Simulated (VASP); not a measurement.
# NaI (P6_3mc) in VASP: G0W0 quasiparticle levels with PBE

Aim: the G0W0 quasiparticle levels of NaI with PBE.

Everything below comes from runs of VASP 6.6.1. Logs are shortened: lines on timing, memory, paths and dates and some standing lists are left out, and cuts for length are marked.

## 1. The cell of the first run

The typed cell holds 4 atoms: a = 5.416 Å, b = 5.416 Å, c = 6.459 Å, α = 90.00°, β = 90.00°, γ = 120.00°.

## 2. G0W0 quasiparticle levels, PBE

POSCAR

```
NaI
1.0
    5.4164732122      0.0000000000      0.0000000000
   -2.7082366061      4.6908034007      0.0000000000
    0.0000000000      0.0000000000      6.4591939311
Na I
2 2
Direct
    0.3333333333      0.6666666667     -0.0625509074
    0.6666666667      0.3333333333      0.4374490926
    0.3333333333      0.6666666667      0.4375509074
    0.6666666667      0.3333333333      0.9375509074
```

INCAR.step1

```
SYSTEM = NaI
PREC = Accurate
ENCUT = 500
EDIFF = 1E-8
ISMEAR = 0
SIGMA = 0.01
LREAL = .False.
LASPH = .True.
NELM = 80
ALGO = Normal
LWAVE = .True.
LCHARG = .False.
GGA = PE
```

INCAR.step2

```
SYSTEM = NaI
PREC = Accurate
ENCUT = 500
EDIFF = 1E-8
ISMEAR = 0
SIGMA = 0.01
LREAL = .False.
LASPH = .True.
NELM = 1
ALGO = Exact
LWAVE = .True.
LCHARG = .False.
GGA = PE
NBANDS = 282
LOPTICS = .True.
ISTART = 1
```

INCAR.step3

```
SYSTEM = NaI
PREC = Accurate
ENCUT = 500
EDIFF = 1E-8
ISMEAR = 0
SIGMA = 0.01
LREAL = .False.
LASPH = .True.
ALGO = EVGW0
LWAVE = .False.
LCHARG = .False.
GGA = PE
NELMGW = 1
NBANDS = 282
ENCUTGW = 80.0
NOMEGA = 48
PRECFOCK = Fast
ISTART = 1
NBANDSGW = 24
```

KPOINTS

```
regular mesh
0
Gamma
  6 6 2
  0 0 0
```

Potentials or basis: VASP PAW PBE potentials, release 64 (Na_sv_GW, I_GW).

Started as:

```console
$ cat potpaw_PBE.64/Na_sv_GW/POTCAR potpaw_PBE.64/I_GW/POTCAR > POTCAR
$ cp INCAR.step1 INCAR
$ mpirun -np 1 vasp_std > vasp.out
$ cp INCAR.step2 INCAR
$ mpirun -np 1 vasp_std > vasp.out
$ cp INCAR.step3 INCAR
$ mpirun -np 1 vasp_std > vasp.out
```

OUTCAR:

```text
SYSTEM = NaI
   PREC = Accurate
   ENCUT = 500
   EDIFF = 1E-8
   ISMEAR = 0
   LREAL = .False.
   LASPH = .True.
   GGA = PE
   NELMGW = 1
   ENCUTGW = 80.0
   PRECFOCK = Fast
   ISTART = 1

 ion  position               nearest neighbor table
   1  0.333  0.667  0.937-   4 3.13   4 3.13   4 3.13
   2  0.667  0.333  0.437-   3 3.13   3 3.13   3 3.13
   3  0.333  0.667  0.438-   2 3.13   2 3.13   2 3.13
   4  0.667  0.333  0.938-   1 3.13   1 3.13   1 3.13

  LATTYP: Found a hexagonal cell.
 ALAT       =     5.4164732122
 C/A-ratio  =     1.1925091620

  Lattice vectors:

 A1 = (   5.4164732122,   0.0000000000,   0.0000000000)
 A2 = (  -2.7082366061,   4.6908034007,   0.0000000000)
 A3 = (   0.0000000000,   0.0000000000,   6.4591939311)

Analysis of symmetry for initial positions (statically):
=====================================================================
 Subroutine PRICEL returns:
 Original cell was already a primitive cell.

 Routine SETGRP: Setting up the symmetry group for a
 hexagonal supercell.

 Subroutine GETGRP returns: Found 12 space group operations
 (whereof  6 operations were pure point group operations)
 out of a pool of 24 trial point group operations.

The static configuration has the point symmetry C_3v.
 The point group associated with its full space group is C_6v.

Analysis of symmetry for dynamics (positions and initial velocities):
=====================================================================
 Subroutine PRICEL returns:
 Original cell was already a primitive cell.

 Routine SETGRP: Setting up the symmetry group for a
 hexagonal supercell.

 Subroutine GETGRP returns: Found 12 space group operations
 (whereof  6 operations were pure point group operations)
 out of a pool of 24 trial point group operations.

The dynamic configuration has the point symmetry C_3v.
 The point group associated with its full space group is C_6v.

 Subroutine INISYM returns: Found 12 space group operations
 (whereof  6 operations are pure point group operations),
 and found     1 'primitive' translations

----------------------------------------------------------------------------------------

                                     Primitive cell

  volume of cell :     164.1127
[... 49 lines left out ...]
            Coordinates               Weight
  0.000000  0.000000  0.000000      1.000000
  0.166667 -0.000000  0.000000      6.000000
  0.333333 -0.000000  0.000000      6.000000
  0.500000  0.000000  0.000000      3.000000
  0.166667  0.166667  0.000000      6.000000
  0.333333  0.166667  0.000000     12.000000
  0.333333  0.333333  0.000000      2.000000
  0.000000  0.000000  0.500000      1.000000
  0.166667 -0.000000  0.500000      6.000000
  0.333333 -0.000000  0.500000      6.000000
  0.500000  0.000000  0.500000      3.000000
  0.166667  0.166667  0.500000      6.000000
  0.333333  0.166667  0.500000     12.000000
  0.333333  0.333333  0.500000      2.000000
   k-points           NKPTS =     14   k-points in BZ     NKDIM =     72   number of bands    NBANDS=    282
   number of dos      NEDOS =    301   number of ions     NIONS =      4
   total plane-waves  NPLWV =  76800
   dimension x,y,z NGX =    40 NGY =   40 NGZ =   48
   dimension x,y,z NGXF=    80 NGYF=   80 NGZF=   96
   ions per type =               2   2
   NGX,Y,Z   is equivalent  to a cutoff of  12.28, 12.28, 12.35 a.u.
   NGXF,Y,Z  is equivalent  to a cutoff of  24.55, 24.55, 24.71 a.u.
 SYSTEM =  NaI
   PREC   = accura    normal or accurate (medium, high low for compatibility)
   ISTART =      1    job   : 0-new  1-cont  2-samecut
   ICHARG =      0    charge: 1-file 2-atom 10-const
   ISPIN  =      1    spin polarized calculation?
   LNONCOLLINEAR =      F non collinear calculations
   LSORBIT =      F    spin-orbit coupling
   LASPH  =      T    aspherical Exc in radial PAW
   ENCUT  =  500.0 eV  36.75 Ry    6.06 a.u.   9.88  9.88 11.78*2*pi/ulx,y,z
   NELM   =     60;   NELMIN=  2; NELMDL=  0     # of ELM steps
   EDIFF  = 0.1E-07   stopping-criterion for ELM
   LREAL  =      F    real-space projection
   EDIFFG = 0.1E-06   stopping-criterion for IOM
   NSW    =      0    number of steps for IOM
   IBRION =     -1    ionic relax: 0-MD 1-quasi-New 2-CG
   NFREE  =      0    steps in history (QN), initial steepest desc. (CG)
   ISIF   =      0    stress and relaxation
   ISYM   =      3    0-nonsym 1-usesym 2-fastsym
   POTIM  = 0.5000    time-step for ionic-motion
   TEBEG  =    0.0;   TEEND  =   0.0 temperature during run
   PSTRESS=    0.0 pullay stress
   NELECT =      32.0000    total number of electrons
   NUPDOWN=      -1.0000    fix difference up-down
   EMIN   =  10.00;   EMAX   =-10.00  energy-range for DOS
   EFERMI =   0.00;   METHOD = LEGACY
   ISMEAR =     0;   SIGMA  =   0.01  broadening in eV -4-tet -1-fermi 0-gaus
   EFERMI_NEDOS =   21; number of points for ismear=-14 and -15
   IALGO  =     38    algorithm
   IMIX   =      4    mixing-type and parameters
     AMIX     =   0.40;   BMIX     =  1.00
     AMIX_MAG =   1.60;   BMIX_MAG =  1.00
  volume/ion in A,a.u.               =      41.03       276.87
  Fermi-wavevector in a.u.,A,eV,Ry     =   0.949316  1.793947 12.261581  0.901201
  Thomas-Fermi vector in A             =   2.077587
   LORBIT       =      0    0 simple, 1 ext, 2 COOP (PROOUT), +10 PAW based schemes
   GGA     = PE    functional components
   LHFCALC =     T    Hartree Fock is set to
   PRECFOCK=fast      Normal, Fast or Accurate (Low or Medium for compatibility)
   ENCUT4O =  -1.0   cutoff for four orbital integrals eV
   NKREDX  =     1    reduce k-point grid by
   NKREDY  =     1    reduce k-point grid by
   NKREDZ  =     1    reduce k-point grid by
   AEXX    =    1.0000 exact exchange contribution
   HFSCREEN=    0.0000 screening length (either q_TF or 0.3 A-1)
   HFSCREENC=   0.0000 screening length for correlation (either q_TF or 0.3 A-1)
   ENCUTFOCK=  -1.0 apply spherical cutoff to Coloumb kernel
   IVDW    =     0    specifies the selected vdW correction
   LEPSILON=     F    determine dielectric tensor
   LRPA    =     F    only Hartree local field effects (RPA)
   LRPAFORCE           =     F    calculate RPA forces
   ENCUTGW             =  80.0    cutoff for response function in eV
   ENCUTGWSOFT         =  64.0    soft cutoff for Coulomb kernel in GW response function in eV
   ENCUTLF             =  -1.0    cutoff for local field effects
   NELMGW              =     1    number of iterations in solving QP/BSE equation
   NELMHF              =     1    number of iterations in the inner HF iteration
   NKREDLFX            =     1    NKREDLFY  =   1   NKREDLFZ  =   1
 non-spin polarized calculation
 Gauss-broadening in eV      SIGMA  =   0.01
  energy-cutoff  :      500.00
  volume of cell :      164.11
 maximum number of plane-waves:      4192
 NGX is ok and might be reduce to    40
  NGX = 24; NGY = 24; NGZ = 28
   NGX = 19   NGY = 19   NGZ = 23
 maximum number of plane-waves:       276
 NGX is ok and might be reduce to    18

 QP shifts <psi_nk| G(iteration)W_0 |psi_nk>: iteration 1
 for sc-GW calculations column KS-energies equals QP-energies in previous step
 and V_xc(KS)=  KS-energies - (<T + V_ion + V_H > + <T+V_H+V_ion>^1  + <V_x>^1)

 k-point   1 :       0.0000    0.0000    0.0000
  band No.  KS-energies  QP-energies   sigma(KS)   V_xc(KS)     V^pw_x(r,r')   Z            occupation Imag(sigma)

      1     -50.8680     -61.6093     -43.0604     -29.2789     -49.1360       0.7794       2.0000       0.5668
      2     -50.8680     -61.6093     -43.0604     -29.2789     -49.1360       0.7794       2.0000       0.5668
      3     -22.8102     -29.1343     -36.3135     -28.3033     -41.3353       0.7895       2.0000       0.3330
      4     -22.8102     -29.1343     -36.3135     -28.3033     -41.3353       0.7895       2.0000       0.3330
      5     -22.8102     -29.1343     -36.3135     -28.3033     -41.3353       0.7895       2.0000       0.3330
      6     -22.8102     -29.1343     -36.3135     -28.3033     -41.3353       0.7895       2.0000       0.3330
[... 380 lines left out ...]
     23       8.1251       9.0510      -6.3942      -7.5311      -3.2110       0.8144       0.0000      -0.2933
     24       8.1251       9.0510      -6.3942      -7.5311      -3.2110       0.8144       0.0000      -0.2933
```

OUTCAR.step1:

```text
SYSTEM = NaI
   PREC = Accurate
   ENCUT = 500
   EDIFF = 1E-8
   ISMEAR = 0
   LREAL = .False.
   LASPH = .True.
   NELM = 80
[... 539 lines left out ...]
      2.70824      1.56360      2.82557        -0.000000      0.000000      0.000555
     -0.00000      3.12720      2.82623        -0.000000      0.000000     -0.000555
      2.70824      1.56360      6.05582        -0.000000     -0.000000     -0.000555
 -----------------------------------------------------------------------------------
    total drift:                               -0.000000      0.000000     -0.000030

  FREE ENERGIE OF THE ION-ELECTRON SYSTEM (eV)
  ---------------------------------------------------
  free  energy   TOTEN  =       -14.8324541803 eV

  energy  without entropy=      -14.8324541803  energy(sigma->0) =      -14.83245418
```

OUTCAR.step2:

```text
SYSTEM = NaI
   PREC = Accurate
   ENCUT = 500
   EDIFF = 1E-8
[... 989 lines left out ...]
  --------------------------------------------------------------------------------------------------------------
     0.00000     3.11936     3.11936     3.26952     0.00000    -0.00000     0.00000
     1.54486     3.23223     3.23223     3.40337     0.00000    -0.00000     0.00000
     3.08972     3.72255     3.72255     4.05614     0.00000    -0.00000     0.00000
     4.63457     4.31250     4.31250     4.51593     0.00000    -0.00000    -0.00000
     6.17943     2.48369     2.48369     4.03653     0.00000     0.00000    -0.00000
     7.72429     0.71295     0.71295    -0.74050     0.00000     0.00000     0.00000
[... 92 lines left out ...]
   151.39610     0.98926     0.98926     0.98928    -0.00000     0.00000    -0.00000
   152.94095     0.98951     0.98951     0.98953    -0.00000     0.00000    -0.00000
```

Wall time 2.2 h (1 thread of Intel Xeon 8259CL, shared host); peak memory 5.3 GiB.

What came out:

| Quantity | Value |
| --- | --- |
| Quasiparticle gap | 5.63 eV |
| Least direct quasiparticle gap | 5.63 eV |
| Band gap of the starting levels on the mesh | 3.56 eV |
| Least direct gap of the starting levels on the mesh | 3.56 eV |

Caveat: the k points lie up to 0.49 Å⁻¹ apart; bands, screening cutoff and mesh are small and nothing is extrapolated, so the quasiparticle values aren't converged; spin-orbit coupling is left out, which moves the levels of the heavy elements.
